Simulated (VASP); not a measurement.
Set up this calculation in VASP 6.6.1, as the native input.

| Quantity | Value |
| --- | --- |
| Task | single point |
| Functional | PBE |
| Potentials or basis | VASP PAW PBE potentials, release 64 (Cd) |
| Cutoff | 520 eV |
| k mesh | 22 × 22 × 22 |
| Occupations | gaussian, width 0.1 eV |
| Spin | no spin polarisation |
| Dipole correction | no |
| Further INCAR settings | ALGO = Fast; EDIFF = 1e-06; NBANDS = 12 |

The structure of Cd lies in POSCAR:

```
Cd
1.0
    0.0000000000      2.2521165031      2.2521165031
    2.2521165031      0.0000000000      2.2521165031
    2.2521165031      2.2521165031      0.0000000000
Cd
1
Direct
    0.0000000000      0.0000000000      0.0000000000
```

This isn't the form of Cd at room conditions, which is hcp.

These files were run (other wordings do the same):

INCAR

```
SYSTEM = Cd
PREC = Accurate
ENCUT = 520
EDIFF = 1E-6
ISMEAR = 0
SIGMA = 0.1
LREAL = .False.
LASPH = .True.
NELM = 100
ALGO = Fast
ISIF = 2
LWAVE = .False.
LCHARG = .False.
GGA = PE
NBANDS = 12
```

KPOINTS

```
Automatic mesh
0
Gamma
  22 22 22
  0 0 0
```

Potentials or basis: VASP PAW PBE potentials, release 64 (Cd).

Command:

```console
$ cat potpaw_PBE.64/Cd/POTCAR > POTCAR
$ mpirun -np 1 vasp_std > vasp.out
```

It gave:

```yaml
Pressure: 0.3 GPa
Band_gap_on_the_k_mesh: zero (bands 6 and 7 overlap by 3.02 eV)
```

It took 18 s on 1 thread of Intel(R) Xeon(R) 6975P-C (Granite Rapids) (shared host), peak memory 0.2 GiB.
